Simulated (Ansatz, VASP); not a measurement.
**Two plane-wave programs on IrAu**

```xyz
2
Lattice="0.0000 2.5283 2.5283 2.5283 0.0000 2.5283 2.5283 2.5283 0.0000" Properties=species:S:1:pos:R:3 pbc="T T T"
Ir    0.0000    0.0000    0.0000
Au    2.5283    2.5283    2.5283
```

Alike in both runs: task relaxation of cell and atoms; functional PBE; k mesh 6 × 6 × 6; occupations gaussian, width 0.1 eV; no spin polarisation.

|  | VASP | Ansatz |
| --- | --- | --- |
| version | VASP 6.6.1 | Ansatz 0.2.0 |
| potentials or method | VASP PAW PBE potentials, release 64 (Ir, Au), cutoff 600 eV | scalar-relativistic, plane waves, PAW |
| valence electrons in the cell | 20 | 36 |

```tsv
	VASP	Ansatz	Ansatz less VASP
gap on the k mesh at the Fermi level, each at its own relaxed structure (eV)	none	none	-
relaxed volume (Å³/atom)	18.59	18.61	+0.023
relaxed cell length with the largest relative difference (Å)	3.746	3.748	+0.0016
```

A gap of «none» marks a metal or a gap that the smearing closes. VASP's potentials hold 20 valence electrons a cell and Ansatz's 36, so a difference there can come from the potentials and not from the codes.

Spin-orbit coupling is off throughout.
